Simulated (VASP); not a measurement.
Here is a VASP 6.6.1 calculation.

The input INCAR:

```
SYSTEM = BaMg6Cd
ALGO = Fast
EDIFF = 1E-6
ENCUT = 520
GGA = PE
ISIF = 2
ISMEAR = 0
LASPH = .TRUE.
LCHARG = .TRUE.
LELF = .TRUE.
LREAL = .FALSE.
LVHAR = .TRUE.
LWAVE = .FALSE.
NBANDS = 27
NELM = 80
PREC = Accurate
SIGMA = 0.1
```

KPOINTS

```
k-points
0
G
  8 6 6
  0 0 0
```

POSCAR

```
BaMg6Cd
1.0
    4.9273626151      0.0000000000      0.0000000000
    0.0000000000      3.3974493857      6.1647926269
    0.0000000000     -3.3974493857      6.1647926269
Ba Mg Cd
1 6 1
Direct
    0.0000000000      0.7963529148      0.7963529148
    0.0000000000      0.3646393721      0.7913469579
    0.0000000000      0.7913469579      0.3646393721
    0.0000000000      0.3381151416      0.3381151416
    0.5000000000      0.1876598884      0.6817710796
    0.5000000000      0.6817710796      0.1876598884
    0.5000000000      0.1604084251      0.1604084251
    0.5000000000      0.6797062204      0.6797062204
```

Potentials or basis: VASP PAW PBE potentials, release 64 (Ba_sv, Mg, Cd).

Launch:

```bash
$ cat potpaw_PBE.64/Ba_sv/POTCAR potpaw_PBE.64/Mg/POTCAR potpaw_PBE.64/Cd/POTCAR > POTCAR
$ mpirun -np 1 vasp_std > vasp.out
```

(1) Estimate the band gap on the k mesh.

(2) What does it give for the largest force?

(3) Estimate the pressure.

## Answers

(1) zero (bands 17 and 18 overlap by 1.51 eV).

(2) 3.551 eV/Å.

(3) 4.3 GPa.

Caveat: the cell differs from its parent crystal (strained); the stress differs along the axes, from 0 to 8 GPa; spin-orbit coupling is left out, which moves the levels of the heavy elements; forces of over 1 eV/Å act on the atoms, so gaps and moduli don't describe the material at rest.
